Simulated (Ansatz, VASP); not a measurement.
Two plane-wave programs on W

Contents of INCAR:

```
ALGO = Fast
EDIFF = 1E-6
ENCUT = 520
GGA = PS
ISIF = 2
ISMEAR = 0
LASPH = T
LCHARG = F
LREAL = F
LWAVE = F
NBANDS = 13
NELM = 60
PREC = Accurate
SIGMA = 0.15
```

The input KPOINTS:

```
k-points
0
Gamma
  24 24 24
```

File POSCAR:

```
W
1.0
   -1.3953700763      1.3953700763      2.0930551145
    1.3953700763     -1.3953700763      2.0930551145
    1.3953700763      1.3953700763     -2.0930551145
W
1
Direct
    0.0000000000      0.0000000000      0.0000000000
```

Input for Ansatz:

```yaml
crystal:
  lattice:
    - [-1.3953700763, 1.3953700763, 2.0930551145]
    - [1.3953700763, -1.3953700763, 2.0930551145]
    - [1.3953700763, 1.3953700763, -2.0930551145]
  atoms:
    - { symbol: W, position: [0.0, 0.0, 0.0] }
basis:
  ecutwfc: 420
kpoints:
  mp_grid: { grid: [24, 24, 24] }
hamiltonian:
  xc: pbesol
scf:
  occupations: { method: gaussian, width: 0.15 }
output:
  forces: true
  stress: true
  eigenvalues: true
```

Alike in both runs: task single point; functional PBEsol; k mesh 24 × 24 × 24; occupations gaussian, width 0.15 eV; no spin polarisation.

|  | VASP | Ansatz |
| --- | --- | --- |
| version | VASP 6.6.1 | Ansatz 0.2.0 |
| potentials or method | VASP PAW PBE potentials, release 64 (W_sv), cutoff 520 eV | scalar-relativistic, plane waves, PAW |
| valence electrons in the cell | 14 | 14 |

|  | VASP | Ansatz | Ansatz less VASP |
| --- | --- | --- | --- |
| gap on the k mesh at the Fermi level (eV) | none | none | - |
| pressure (GPa) | -5.2 | -5.8 | -0.58 |
| traceless stress, the component that is largest in VASP (GPa) | 7.74 | 7.69 | -0.048 |

VASP's potentials were made for PBE, not for PBEsol. A gap of «none» marks a metal or a gap that the smearing closes. The functional is the same, so the differences come from potentials, cutoffs and numerics.

Neither program's run includes spin-orbit coupling.
